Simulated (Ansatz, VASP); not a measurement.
**Rb: VASP beside Ansatz**

File INCAR:

```
PREC     = Accurate       # precision mode
ENCUT    = 520            # plane-wave cutoff, eV
EDIFF    = 1E-6           # SCF threshold, eV
ISMEAR   = -1             # smearing method
SIGMA    = 0.05           # smearing width, eV
LREAL    = F              # projectors in reciprocal space
LASPH    = T              # aspherical terms in the spheres
NELM     = 80             # most SCF steps
ALGO     = Normal         # electronic algorithm
ISIF     = 2              # what is computed and relaxed
LWAVE    = F              # write WAVECAR
LCHARG   = F              # write CHGCAR
NBANDS   = 10             # bands
```

KPOINTS

```
regular mesh
0
Gamma
  7 7 7
```

Contents of POSCAR:

```
Rb
1.0
   -2.7452900697      2.7452900697      2.7452900697
    2.7452900697     -2.7452900697      2.7452900697
    2.7452900697      2.7452900697     -2.7452900697
Rb
1
Direct
    0.0000000000      0.0000000000      0.0000000000
```

input.yaml

```yaml
crystal:
  lattice:
    - [-2.7452900697, 2.7452900697, 2.7452900697]
    - [2.7452900697, -2.7452900697, 2.7452900697]
    - [2.7452900697, 2.7452900697, -2.7452900697]
  atoms:
    - { symbol: Rb, position: [0.0, 0.0, 0.0] }
kpoints:
  mp_grid: { grid: [7, 7, 7] }
scf:
  occupations: { method: fermi_dirac, width: 0.05 }
hamiltonian:
  xc: lda
  pseudopotentials: { kind: all_electron, lapw: { basis_error: 0.001 } }
output:
  forces: true
  stress: true
  eigenvalues: true
```

Change from the starting cell: volume scaled by 0.94.

Alike in both runs: task single point; functional LDA; k mesh 7 × 7 × 7; occupations fermi-dirac, width 0.05 eV; no spin polarisation.

```csv
,VASP,Ansatz
version,VASP 6.6.1,Ansatz 0.2.0
potentials or method,"VASP PAW LDA potentials, release 64 (Rb_sv), cutoff 520 eV","all-electron LAPW, scalar-relativistic"
```

```tsv
	VASP	Ansatz	Ansatz less VASP
gap on the k mesh at the Fermi level (eV)	none	none	-
pressure (GPa)	-0.2	-0.2	+0.01
```

LDA's correlation is that of Perdew and Zunger in VASP and of Perdew and Wang (1992) in Ansatz. A gap of «none» marks a metal or a gap that the smearing closes. Ansatz ran all-electron here, and VASP with PAW potentials.
